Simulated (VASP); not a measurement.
A run of VASP 6.6.1:

The input INCAR:

```
ALGO = Normal
EDIFF = 1E-6
EDIFFG = -0.05
ENCUT = 600
GGA = CA
IBRION = 2
ISIF = 3
ISMEAR = 0
LASPH = T
LCHARG = F
LREAL = F
LWAVE = F
NELM = 100
NSW = 100
PREC = Accurate
SIGMA = 0.1
```

File KPOINTS:

```
k-points
0
Gamma
  6 6 4
```

POSCAR

```
SiC
1.0
    3.0760000000      0.0000000000      0.0000000000
   -1.5380000000      2.6638941420      0.0000000000
    0.0000000000      0.0000000000      5.0480000000
Si C
2 2
Direct
    0.3333333333      0.6666666667      0.0000000000
    0.6666666667      0.3333333333      0.5000000000
    0.3333333333      0.6666666667      0.3850000000
    0.6666666667      0.3333333333      0.8850000000
```

Potentials or basis: VASP PAW LDA potentials, release 64 (Si, C).

The run is started by

```console
$ cat potpaw_LDA.64/Si/POTCAR potpaw_LDA.64/C/POTCAR > POTCAR
$ mpirun -np 1 vasp_std > vasp.out
```

Hardware: 1 thread of Intel(R) Xeon(R) 6975P-C (Granite Rapids) (shared host).

Problem. How long does it take, and how much memory?

Solution. Wall time 15 s on 1 thread of Intel(R) Xeon(R) 6975P-C (Granite Rapids), on a shared host, peak memory 0.15 GiB. Counts: scf iterations 37, k points 21, ion steps 5.
